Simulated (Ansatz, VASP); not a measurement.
Te: VASP beside Ansatz

```xyz
3
Lattice="4.5195 0.0000 0.0000 -2.2598 3.9140 0.0000 0.0000 0.0000 5.9554" Properties=species:S:1:pos:R:3 pbc="T T T"
Te    1.2122    0.0000    0.9926
Te   -0.6061    1.0498    4.9629
Te    1.6536    2.8642    2.9777
```

Alike in both runs: functional PBE; k mesh 9 × 9 × 6; occupations gaussian, width 0.01 eV; no spin polarisation.

Ansatz relaxed the structure, and its values are those at the end. VASP's run is a single point on that final structure, the one shown.

```csv
,VASP,Ansatz
version,VASP 6.6.1,Ansatz 0.2.0
potentials or method,"VASP PAW PBE potentials, release 64 (Te), cutoff 520 eV","scalar-relativistic, plane waves, PAW"
valence electrons in the cell,18,48
```

Ansatz gave:

| Item | Value |
| --- | --- |
| gap on the k mesh at the Fermi level (eV) | 0.23 |
| least direct gap on the mesh (eV) | 0.23 |
| pressure (GPa) | 0.0 |
| rms of the force components (eV/Å) | 0.001 |

Question: Estimate VASP's values.

Answer: gap on the k mesh at the Fermi level (eV): 0.22; least direct gap on the mesh (eV): 0.22; pressure (GPa): 0.0; rms of the force components (eV/Å): 0.005.

VASP's potentials hold 18 valence electrons a cell and Ansatz's 48, so a difference there can come from the potentials and not from the codes.

Spin-orbit coupling is off throughout.
